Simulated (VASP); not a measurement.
A run of VASP 6.6.1 is set up as follows.

The input INCAR:

```
SYSTEM = TiO2
PREC = Accurate
ENCUT = 1340
EDIFF = 1E-6
ISMEAR = -1
SIGMA = 0.05
LREAL = .FALSE.
LASPH = .TRUE.
NELM = 120
ALGO = Normal
ISIF = 2
LWAVE = .FALSE.
LCHARG = .FALSE.
GGA = PE
NBANDS = 33
GGA_COMPAT = .FALSE.
```

File KPOINTS:

```
regular mesh
0
G
  6 6 9
  0 0 0
```

Contents of POSCAR:

```
TiO2
1.0
    4.6401185582      0.0000000000      0.0000000000
    0.0000000000      4.6401185582      0.0000000000
    0.0000000000      0.0000000000      2.9632670975
Ti O
2 4
Direct
    0.0000000000      0.0000000000      0.5000000000
    0.5000000000      0.5000000000      0.0000000000
    0.3051254084      0.3051254084      0.5000000000
    0.1948745916      0.8051254084      0.0000000000
    0.8051254084      0.1948745916      0.0000000000
    0.6948745916      0.6948745916      0.5000000000
```

Potentials or basis: VASP PAW PBE potentials, release 64 (Ti_sv, O_h).

Run with:

```console
$ cat potpaw_PBE.64/Ti_sv/POTCAR potpaw_PBE.64/O_h/POTCAR > POTCAR
$ mpirun -np 1 vasp_std > vasp.out
```

(1) What does it give for the band gap on the k mesh?

(2) What does it give for the pressure?

(3) Estimate the largest force.

Answers

(1) 1.84 eV.

(2) 0.8 GPa.

(3) 0.029 eV/Å.
